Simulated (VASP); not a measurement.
# SnO (Pmm2) in VASP: single point with PBEsol

Aim: the single point of SnO with PBEsol.

All numbers are computed with VASP 6.6.1; they aren't measurements. Logs are shortened: lines on timing, memory, paths and dates and some standing lists are left out, and cuts for length are marked.

## Step 1: The cell of the first run

Symmetry: Pmm2, No. 25, orthorhombic system. The conventional cell has a = 3.805 Å, b = 3.805 Å, c = 4.753 Å, α = 90.00°, β = 90.00°, γ = 90.00°. Within 2.9 Å of Sn (site symmetry mm2) lie 4 O at 2.22 to 2.33 Å. Within 2.8 Å of Sn (site symmetry mm2) lie 4 O at 2.13 to 2.22 Å. O (site symmetry mm2) has 4 Sn at 2.13 to 2.33 Å and 4 O at 2.70 Å within 2.8 Å. O (site symmetry mm2) has 4 Sn at 2.22 Å and 4 O at 2.70 Å within 2.9 Å.

## Step 2: Single point, PBEsol (atom 3 (O) moved by (+0.000, -0.200) A along x and z)

File INCAR:

```
SYSTEM = SnO
ALGO = Normal
EDIFF = 1E-6
ENCUT = 520
GGA = PS
ISIF = 2
ISMEAR = 0
LASPH = .TRUE.
LCHARG = .FALSE.
LREAL = .FALSE.
LWAVE = .FALSE.
NBANDS = 28
NELM = 80
PREC = Accurate
SIGMA = 0.15
```

File KPOINTS:

```
k-points
0
G
  12 12 10
  0 0 0
```

File POSCAR:

```
SnO
1.0
    3.8053768948      0.0000000000      0.0000000000
    0.0000000000      3.8053768948      0.0000000000
    0.0000000000      0.0000000000      4.7531851815
Sn O
2 2
Direct
    0.0000000000      0.5000000000      0.2423986461
    0.5000000000      0.0000000000      0.7576013539
    0.0000000000      0.0000000000     -0.0420770478
    0.5000000000      0.5000000000      0.0000000000
```

Potentials or basis: VASP PAW PBE potentials, release 64 (Sn_d, O).

Launch:

```sh
$ cat potpaw_PBE.64/Sn_d/POTCAR potpaw_PBE.64/O/POTCAR > POTCAR
$ mpirun -np 1 vasp_std > vasp.out
```

OUTCAR:

```text
SYSTEM = SnO
   EDIFF = 1E-6
   ENCUT = 520
   GGA = PS
   ISIF = 2
   ISMEAR = 0
   LASPH = .TRUE.
   LREAL = .FALSE.
   NELM = 80
   PREC = Accurate

 ion  position               nearest neighbor table
   1  0.000  0.500  0.242-   4 2.22   4 2.22   3 2.33   3 2.33   2 3.54   2 3.54   2 3.54   2 3.54
                             2 3.64   2 3.64   2 3.64   2 3.64
   2  0.500  0.000  0.758-   3 2.13   3 2.13   4 2.22   4 2.22   1 3.54   1 3.54   1 3.54   1 3.54
                             1 3.64   1 3.64   1 3.64   1 3.64
   3  0.000  0.000  0.958-   2 2.13   2 2.13   1 2.33   1 2.33
   4  0.500  0.500  0.000-   1 2.22   2 2.22   2 2.22   1 2.22

  LATTYP: Found a simple tetragonal cell.
 ALAT       =     3.8053768948
 C/A-ratio  =     1.2490708050

  Lattice vectors:

 A1 = (   3.8053768948,   0.0000000000,   0.0000000000)
 A2 = (   0.0000000000,   3.8053768948,   0.0000000000)
 A3 = (   0.0000000000,   0.0000000000,   4.7531851815)

Analysis of symmetry for initial positions (statically):
=====================================================================
 Subroutine PRICEL returns:
 Original cell was already a primitive cell.

 Routine SETGRP: Setting up the symmetry group for a
 simple tetragonal supercell.

 Subroutine GETGRP returns: Found  4 space group operations
 (whereof  4 operations were pure point group operations)
 out of a pool of 16 trial point group operations.

The static configuration has the point symmetry C_2v.

Analysis of symmetry for dynamics (positions and initial velocities):
=====================================================================
 Subroutine PRICEL returns:
 Original cell was already a primitive cell.

 Routine SETGRP: Setting up the symmetry group for a
 simple tetragonal supercell.

 Subroutine GETGRP returns: Found  4 space group operations
 (whereof  4 operations were pure point group operations)
 out of a pool of 16 trial point group operations.

The dynamic configuration has the point symmetry C_2v.

 Subroutine INISYM returns: Found  4 space group operations
 (whereof  4 operations are pure point group operations),
 and found     1 'primitive' translations

----------------------------------------------------------------------------------------

                                     Primitive cell

  volume of cell :      68.8304

  direct lattice vectors                    reciprocal lattice vectors
     3.805376895  0.000000000  0.000000000     0.262786060  0.000000000  0.000000000
     0.000000000  3.805376895  0.000000000     0.000000000  0.262786060  0.000000000
     0.000000000  0.000000000  4.753185182     0.000000000  0.000000000  0.210385239

  length of vectors
     3.805376895  3.805376895  4.753185182     0.262786060  0.262786060  0.210385239

  position of ions in fractional coordinates (direct lattice)
     0.000000000  0.500000000  0.242398646
     0.500000000  0.000000000  0.757601354
     0.000000000  0.000000000  0.957922952
     0.500000000  0.500000000  0.000000000

  ion indices of the primitive-cell ions
   primitive index   ion index
                 1           1
                 2           2
                 3           3
                 4           4

----------------------------------------------------------------------------------------

 KPOINTS: k-points

Automatic generation of k-mesh.
 Grid dimensions read from file:
 generate k-points for:   12   12   10

 Generating k-lattice:

  Cartesian coordinates                     Fractional coordinates (reciprocal lattice)
     0.021898838  0.000000000  0.000000000     0.083333333  0.000000000  0.000000000
     0.000000000  0.021898838  0.000000000     0.000000000  0.083333333  0.000000000
     0.000000000  0.000000000  0.021038524     0.000000000  0.000000000  0.100000000

  Length of vectors
     0.021898838  0.021898838  0.021038524

  Shift w.r.t. Gamma in fractional coordinates (k-lattice)
     0.000000000  0.000000000  0.000000000

 Subroutine IBZKPT returns following result:
 ===========================================

 Found    294 irreducible k-points:

 Following reciprocal coordinates:
            Coordinates               Weight
  0.000000  0.000000  0.000000      1.000000
  0.083333  0.000000  0.000000      2.000000
  0.000000  0.083333  0.000000      2.000000
  0.166667  0.000000  0.000000      2.000000
  0.000000  0.166667  0.000000      2.000000
  0.250000  0.000000  0.000000      2.000000
[... 16 lines left out ...]
  0.500000  0.083333  0.000000      2.000000
 -0.083333  0.500000  0.000000      2.000000
 [... further k-points ...]
   k-points           NKPTS =    294   k-points in BZ     NKDIM =    294   number of bands    NBANDS=     28
   number of dos      NEDOS =    301   number of ions     NIONS =      4
   total plane-waves  NPLWV =  28224
   dimension x,y,z NGX =    28 NGY =   28 NGZ =   36
   dimension x,y,z NGXF=    56 NGYF=   56 NGZF=   72
   ions per type =               2   2
   NGX,Y,Z   is equivalent  to a cutoff of  12.23, 12.23, 12.59 a.u.
   NGXF,Y,Z  is equivalent  to a cutoff of  24.46, 24.46, 25.18 a.u.
 SYSTEM =  SnO
   PREC   = accura    normal or accurate (medium, high low for compatibility)
   ISTART =      0    job   : 0-new  1-cont  2-samecut
   ICHARG =      2    charge: 1-file 2-atom 10-const
   ISPIN  =      1    spin polarized calculation?
   LNONCOLLINEAR =      F non collinear calculations
   LSORBIT =      F    spin-orbit coupling
   LASPH  =      T    aspherical Exc in radial PAW
   ENCUT  =  520.0 eV  38.22 Ry    6.18 a.u.   7.08  7.08  8.84*2*pi/ulx,y,z
   NELM   =     80;   NELMIN=  2; NELMDL= -5     # of ELM steps
   EDIFF  = 0.1E-05   stopping-criterion for ELM
   LREAL  =      F    real-space projection
   EDIFFG = 0.1E-04   stopping-criterion for IOM
   NSW    =      0    number of steps for IOM
   IBRION =     -1    ionic relax: 0-MD 1-quasi-New 2-CG
   NFREE  =      0    steps in history (QN), initial steepest desc. (CG)
   ISIF   =      2    stress and relaxation
   ISYM   =      2    0-nonsym 1-usesym 2-fastsym
   POTIM  = 0.5000    time-step for ionic-motion
   TEBEG  =    0.0;   TEEND  =   0.0 temperature during run
   PSTRESS=    0.0 pullay stress
   NELECT =      40.0000    total number of electrons
   NUPDOWN=      -1.0000    fix difference up-down
   EMIN   =  10.00;   EMAX   =-10.00  energy-range for DOS
   EFERMI =   0.00;   METHOD = LEGACY
   ISMEAR =     0;   SIGMA  =   0.15  broadening in eV -4-tet -1-fermi 0-gaus
   EFERMI_NEDOS =   21; number of points for ismear=-14 and -15
   IALGO  =     38    algorithm
   IMIX   =      4    mixing-type and parameters
     AMIX     =   0.40;   BMIX     =  1.00
     AMIX_MAG =   1.60;   BMIX_MAG =  1.00
  volume/ion in A,a.u.               =      17.21       116.12
  Fermi-wavevector in a.u.,A,eV,Ry     =   1.366160  2.581667 25.393809  1.866392
  Thomas-Fermi vector in A             =   2.492325
   LORBIT       =      0    0 simple, 1 ext, 2 COOP (PROOUT), +10 PAW based schemes
   GGA     = PS    functional components
   LHFCALC =     F    Hartree Fock is set to
   AEXX    =    0.0000 exact exchange contribution
   IVDW    =     0    specifies the selected vdW correction
   LEPSILON=     F    determine dielectric tensor
   LRPA    =     F    only Hartree local field effects (RPA)
 non-spin polarized calculation
 Gauss-broadening in eV      SIGMA  =   0.15
  energy-cutoff  :      520.00
  volume of cell :       68.83
 maximum number of plane-waves:      1872
   NGX = 15   NGY = 15   NGZ = 17

 number of electron      39.9999991 magnetization

 Free energy of the ion-electron system (eV)
  ---------------------------------------------------
  ext. energy  EPLUGINS =         0.00000000
  ---------------------------------------------------
  free energy    TOTEN  =       -24.07634806 eV

  energy without entropy =      -24.07437164  energy(sigma->0) =      -24.07535985

 E-fermi :   7.2748     XC(G=0): -10.5948

 val. band max:        7.2096300427   @ k =   0.5000   0.5000   0.1000
 cond. band min:       7.2806954018   @ k =   0.5000   0.5000   0.1000
 fundamental gap:      0.0710653591
 Fermi energy:         7.2747781856

 k-point     1 :       0.0000    0.0000    0.0000
  band No.  band energies     occupation
      1     -14.7531      2.00000
      2     -14.3376      2.00000
      3     -14.3259      2.00000
      4     -14.3171      2.00000
      5     -14.3055      2.00000
      6     -14.2833      2.00000
[... 20 lines left out ...]
     27      13.6056      0.00000
     28      14.4566      0.00000

 k-point     2 :       0.0833    0.0000    0.0000
  band No.  band energies     occupation
      1     -14.7468      2.00000
      2     -14.3327      2.00000
      3     -14.3246      2.00000
      4     -14.3214      2.00000
      5     -14.3063      2.00000
      6     -14.2802      2.00000
[... 20 lines left out ...]
     27      13.6907      0.00000
     28      15.0663      0.00000

 k-point     3 :       0.0000    0.0833    0.0000
  band No.  band energies     occupation
      1     -14.7499      2.00000
      2     -14.3546      2.00000
      3     -14.3159      2.00000
      4     -14.3156      2.00000
      5     -14.3060      2.00000
      6     -14.2822      2.00000
[... 20 lines left out ...]
     27      14.0968      0.00000
     28      14.7732      0.00000

 k-point     4 :       0.1667    0.0000    0.0000
  band No.  band energies     occupation
      1     -14.7293      2.00000
      2     -14.3407      2.00000
      3     -14.3213      2.00000
      4     -14.3211      2.00000
      5     -14.3083      2.00000
      6     -14.2713      2.00000
[... 578 lines left out ...]
     27      15.4267      0.00000
     28      15.9829      0.00000

 k-point    23 :       0.5000    0.0833    0.0000
  band No.  band energies     occupation
      1     -14.6134      2.00000
      2     -14.5650      2.00000
      3     -14.3227      2.00000
      4     -14.3225      2.00000
      5     -14.2766      2.00000
      6     -14.2253      2.00000
[... 20 lines left out ...]
     27      15.3211      0.00000
     28      15.5915      0.00000

 k-point    24 :      -0.0833    0.5000    0.0000
  band No.  band energies     occupation
      1     -14.6554      2.00000
      2     -14.6156      2.00000
      3     -14.3201      2.00000
      4     -14.3030      2.00000
      5     -14.2610      2.00000
      6     -14.2599      2.00000
[... 20 lines left out ...]
     27      15.5987      0.00000
     28      15.8211      0.00000

 [... further k-points ...]

------------------------ aborting loop because EDIFF is reached ----------------------------------------

  FORCE on cell =-STRESS in cart. coord.  units (eV):
  Direction    XX          YY          ZZ          XY          YZ          ZX
  --------------------------------------------------------------------------------------
  -------------------------------------------------------------------------------------
  Total        1.7966673     -0.9585835      0.1953397      0.0000000      0.0000000      0.0000000
  in kB       41.8213603    -22.3131270      4.5469579      0.0000000      0.0000000      0.0000000
  external PRESSURE =       8.0183971 kB  Pullay stress =       0.0000000 kB

 VOLUME and BASIS-vectors are now :
 -----------------------------------------------------------------------------
  energy-cutoff  :      520.00
  volume of cell :       68.83
      direct lattice vectors                 reciprocal lattice vectors
     3.805376895  0.000000000  0.000000000     0.262786060  0.000000000  0.000000000
     0.000000000  3.805376895  0.000000000     0.000000000  0.262786060  0.000000000
     0.000000000  0.000000000  4.753185182     0.000000000  0.000000000  0.210385239

 POSITION                                       TOTAL-FORCE (eV/Angst)
 -----------------------------------------------------------------------------------
      0.00000      1.90269      1.15217         0.000000      0.000000     -0.395606
      1.90269      0.00000      3.60102         0.000000      0.000000     -0.936605
      0.00000      0.00000      4.55319         0.000000      0.000000      1.368696
      1.90269      1.90269      0.00000         0.000000      0.000000     -0.036486
 -----------------------------------------------------------------------------------
    total drift:                                0.000000      0.000000      0.000267

  FREE ENERGIE OF THE ION-ELECTRON SYSTEM (eV)
  ---------------------------------------------------
  free  energy   TOTEN  =       -24.0763480642 eV

  energy  without entropy=      -24.0743716408  energy(sigma->0) =      -24.07535985
```

It took 4 min on 1 thread of Intel Xeon Platinum 8488C (Sapphire Rapids), shared host; peak memory 0.52 GiB.

Results:

```yaml
Free_energy: -24.0763 eV
Pressure: 0.8 GPa
Largest_force: 1.369 eV/Å
Band_gap_on_the_k_mesh: zero (bands 20 and 21 overlap by 0.15 eV)
```

Forces on the atoms (eV/Å):
```
Sn   0.000  0.000 -0.396
Sn   0.000  0.000 -0.937
O    0.000  0.000  1.369
O    0.000  0.000 -0.036
```

Levels at points of the mesh, in eV from the Fermi level:
| k point | band 16 | band 17 | band 18 | band 19 | band 20 | band 21 | band 22 | band 23 | band 24 | band 25 |
| --- | --- | --- | --- | --- | --- | --- | --- | --- | --- | --- |
| (0.00, 0.00, 0.00) | -6.30 | -3.59 | -3.55 | -3.07 | -0.10 | 2.08 | 4.28 | 4.45 | 4.53 | 5.56 |
| (0.50, 0.00, 0.00) | -4.98 | -4.94 | -4.60 | -2.98 | -2.71 | 3.58 | 3.70 | 5.10 | 5.61 | 5.78 |
| (0.00, 0.50, 0.00) | -5.27 | -5.23 | -4.97 | -2.84 | -2.64 | 2.58 | 2.73 | 5.76 | 5.85 | 6.19 |
| (0.50, 0.50, 0.00) | -5.17 | -2.79 | -2.60 | -2.11 | -1.60 | -0.22 | -0.16 | 4.08 | 4.64 | 7.34 |
| (0.00, 0.00, 0.50) | -3.68 | -3.59 | -3.08 | -3.06 | -2.21 | 1.49 | 2.48 | 3.01 | 3.51 | 7.79 |
| (0.50, 0.00, 0.50) | -5.30 | -4.94 | -4.54 | -2.12 | -1.65 | 2.59 | 2.85 | 4.58 | 5.24 | 6.71 |
| (0.00, 0.50, 0.50) | -5.69 | -5.33 | -4.92 | -1.95 | -1.46 | 2.23 | 2.52 | 5.22 | 5.98 | 6.16 |
| (0.50, 0.50, 0.50) | -5.70 | -3.26 | -3.01 | -2.36 | -2.25 | 1.98 | 2.21 | 4.07 | 4.32 | 5.36 |

Caveat: the cell differs from its parent crystal (atom 3 (O) moved by (+0.000, -0.200) A along x and z); semilocal functionals underestimate gaps, so a narrow gap can read as zero; the PAW data sets were made with another functional, which shifts forces and pressure a little; spin-orbit coupling is left out, which moves the levels of the heavy elements.
